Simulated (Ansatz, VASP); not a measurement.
One calculation of Ta2Ga, two programs

File INCAR:

```
PREC = Accurate
ENCUT = 600
EDIFF = 1E-6
ISMEAR = 0
SIGMA = 0.1
LREAL = F
LASPH = T
NELM = 100
ALGO = Normal
ISIF = 3
LWAVE = F
LCHARG = F
GGA = PE
IBRION = 2
NSW = 90
EDIFFG = -0.04
```

The input KPOINTS:

```
Automatic mesh
0
Gamma
  6 6 4
```

POSCAR

```
Ta2Ga
1.0
    3.7101673606      0.0000000000      0.0000000000
   -1.8550836803      3.2130991865      0.0000000000
    0.0000000000      0.0000000000      4.0059946584
Ta Ga
2 1
Direct
    0.3333333333      0.6666666667      0.5000000000
    0.6666666667      0.3333333333      0.5000000000
    0.0000000000      0.0000000000      0.0000000000
```

Input for Ansatz:

```yaml
crystal:
  lattice:
    - [3.7101673606, 0.0, 0.0]
    - [-1.8550836803, 3.2130991865, 0.0]
    - [0.0, 0.0, 4.0059946584]
  atoms:
    - { symbol: Ta, position: [0.3333333333, 0.6666666667, 0.5] }
    - { symbol: Ta, position: [0.6666666667, 0.3333333333, 0.5] }
    - { symbol: Ga, position: [0.0, 0.0, 0.0] }
basis:
  ecutwfc: 420
kpoints:
  mp_grid: { grid: [6, 6, 4] }
hamiltonian:
  xc: pbe
scf:
  occupations: { method: gaussian, width: 0.1 }
  lower_state_search: "off"
output:
  forces: true
  stress: true
  eigenvalues: true
relax:
  adjacent_minimum: "off"
  f_tol: 0.04
  max_steps: 70
  cell: { stress_tol: 0.4 }
```

Alike in both runs: task relaxation of cell and atoms; functional PBE; k mesh 6 × 6 × 4; occupations gaussian, width 0.1 eV; no spin polarisation.

|  | VASP | Ansatz |
| --- | --- | --- |
| version | VASP 6.6.1 | Ansatz 0.2.0 |
| potentials or method | VASP PAW PBE potentials, release 64 (Ta_pv, Ga_d), cutoff 600 eV | scalar-relativistic, plane waves, PAW |
| valence electrons in the cell | 35 | 39 |

|  | VASP | Ansatz | Ansatz less VASP |
| --- | --- | --- | --- |
| gap on the k mesh at the Fermi level, each at its own relaxed structure (eV) | none | none | - |
| relaxed volume (Å³/atom) | 17.72 | 17.70 | -0.017 |
| relaxed cell length with the largest relative difference (Å) | 2.814 | 2.811 | -0.0033 |

A gap of «none» marks a metal or a gap that the smearing closes. VASP's potentials hold 35 valence electrons a cell and Ansatz's 39, so a difference there can come from the potentials and not from the codes.

The k mesh is coarse, so the values compare programs but aren't converged. Neither program's run includes spin-orbit coupling.
